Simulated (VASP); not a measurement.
PbS (Galena): relaxation of cell and atoms with LDA

Crystal: PbS (Galena).

```xyz
2
Lattice="0.0000 2.9657 2.9657 2.9657 0.0000 2.9657 2.9657 2.9657 0.0000" Properties=species:S:1:pos:R:3 pbc="T T T"
Pb    0.0000    0.0000    0.0000
S     2.9657    2.9657    2.9657
```

```yaml
Program: VASP 6.6.1
Task: relaxation of cell and atoms
Functional: LDA
Potentials_or_basis: VASP PAW LDA potentials, release 64 (Pb_d, S)
Cutoff: 600 eV
k_mesh: 7 × 7 × 7
Occupations: gaussian, width 0.01 eV
Spin: no spin polarisation
Target_pressure: 8 GPa
Dipole_correction: no
Further_INCAR_settings: ALGO = Normal; EDIFF = 1e-07; IBRION = 2; EDIFFG = -0.1; NSW = 100; ISIF = 3
```

The relaxed volume is 22.65 Å³/atom, the relaxed cell is a = 4.001 Å, b = 4.001 Å, c = 4.001 Å, α = 60.00°, β = 60.00°, γ = 60.00° and the space group after relaxing (to 0.05 Å) is Fm-3m (No. 225). The energy change on relaxing (the enthalpy is what falls) is +42.8 meV/atom, the ionic steps are 3 and the pressure after relaxing is 7.7 GPa.

The path:
| step | energy change (eV) | largest force (eV/Å) | pressure (GPa) | volume (Å³) |
| --- | --- | --- | --- | --- |
| 1 | 0.0000 | 0.0000 | -2.56 | 52.17 |
| 2 | 0.5353 | 0.0000 | 22.03 | 40.23 |
| 3 | 0.0856 | 0.0000 | 7.73 | 45.29 |

Final structure:
```
CELL_PARAMETERS angstrom
0.00000 2.82922 2.82922
2.82922 0.00000 2.82922
2.82922 2.82922 0.00000
ATOMIC_POSITIONS crystal
Pb 0.00000 0.00000 0.00000
S 0.50000 0.50000 0.50000
```

Levels at points of the mesh, in eV from the Fermi level:
| k point | band 7 | band 8 | band 9 | band 10 | band 11 | band 12 | band 13 | band 14 |
| --- | --- | --- | --- | --- | --- | --- | --- | --- |
| (0.00, 0.00, 0.00) | -5.45 | -2.58 | -2.58 | -2.58 | 5.83 | 5.83 | 5.83 | 6.60 |

Run time: 35 s on 1 thread of Intel(R) Xeon(R) Platinum 8259CL CPU @ 2.50GHz (Skylake/Cascade Lake), with other jobs on the host, peak memory 0.18 GiB.

Caveat: this odd mesh misses L, where the gap lies, so gap, dielectric constants and Born charges aren't listed; the cell is relaxed towards a set pressure, so the enthalpy falls and the energy may rise; spin-orbit coupling is left out, which moves the levels of the heavy elements. LDA usually gives volumes a few per cent too small.
